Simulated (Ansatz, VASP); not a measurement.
## Two plane-wave programs on V

```
V
1.0
     0.00000    1.88448    1.88448
     1.88448    0.00000    1.88448
     1.88448    1.88448    0.00000
V
1
Direct
  0.00000 0.00000 0.00000
```

Alike in both runs: functional PBEsol; k mesh 20 × 20 × 20; occupations gaussian, width 0.1 eV; no spin polarisation.

Ansatz relaxed the structure, and its values are those at the end. VASP's run is a single point on that final structure, the one shown.

|  | VASP | Ansatz |
| --- | --- | --- |
| version | VASP 6.6.1 | Ansatz 0.2.0 |
| potentials or method | VASP PAW PBE potentials, release 64 (V_sv), cutoff 520 eV | scalar-relativistic, plane waves, PAW |
| valence electrons in the cell | 13 | 13 |

VASP gave:

* gap on the k mesh at the Fermi level (eV): none
* pressure (GPa): 0.3

Task: Which values does Ansatz return?

Result: gap on the k mesh at the Fermi level (eV): none; pressure (GPa): 0.1.

VASP's potentials were made for PBE, not for PBEsol. A gap of «none» marks a metal or a gap that the smearing closes. The functional is the same, so the differences come from potentials, cutoffs and numerics.
